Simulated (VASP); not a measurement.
Input of a VASP 6.6.1 run:

Contents of INCAR:

```
PREC = Accurate ; ENCUT = 910
EDIFF = 1E-6 ; ISMEAR = 0
SIGMA = 0.05 ; LREAL = F
LASPH = T ; NELM = 120
ALGO = Normal ; ISIF = 2
LWAVE = F ; LCHARG = F
GGA = PE ; NBANDS = 28
GGA_COMPAT = F
```

File KPOINTS:

```
Automatic mesh
0
Gamma
  6 6 6
```

POSCAR

```
BaTiO3
1.0
    3.9998000000      0.0000000000      0.0000000000
    0.0000000000      3.9998000000      0.0000000000
    0.0000000000      0.0000000000      4.0180000000
Ba Ti O
1 1 3
Direct
    0.0000000000      0.0000000000      0.0000000000
    0.5000000000      0.5000000000      0.4900000000
    0.5000000000      0.5000000000      0.0190000000
    0.5000000000      0.0000000000      0.5170000000
    0.0000000000      0.5000000000      0.5170000000
```

Potentials or basis: VASP PAW PBE potentials, release 64 (Ba_sv, Ti_sv, O_h).

The run is started by

```sh
$ cat potpaw_PBE.64/Ba_sv/POTCAR potpaw_PBE.64/Ti_sv/POTCAR potpaw_PBE.64/O_h/POTCAR > POTCAR
$ mpirun -np 1 vasp_std > vasp.out
```

Task: What does it give for the pressure?

Result: 3.9 GPa.

Task: Estimate the band gap on the k mesh.

Result: 1.77 eV (least direct gap 2.06 eV).

Task: Estimate the largest force.

Result: 0.292 eV/Å.

Stress tensor (GPa, compression positive):
```
3.58 0.00 0.00
0.00 3.58 0.00
0.00 0.00 4.48
```

Caveat: the cutoff is under 1.25 times the usual one of these potentials, so pressure, stress and relaxed cells hold a basis-set (Pulay) error; the cell stands under pressure; spin-orbit coupling is left out, which moves the levels of the heavy elements. Expect the measured gap to be larger: semilocal functionals such as PBE lack the derivative discontinuity.
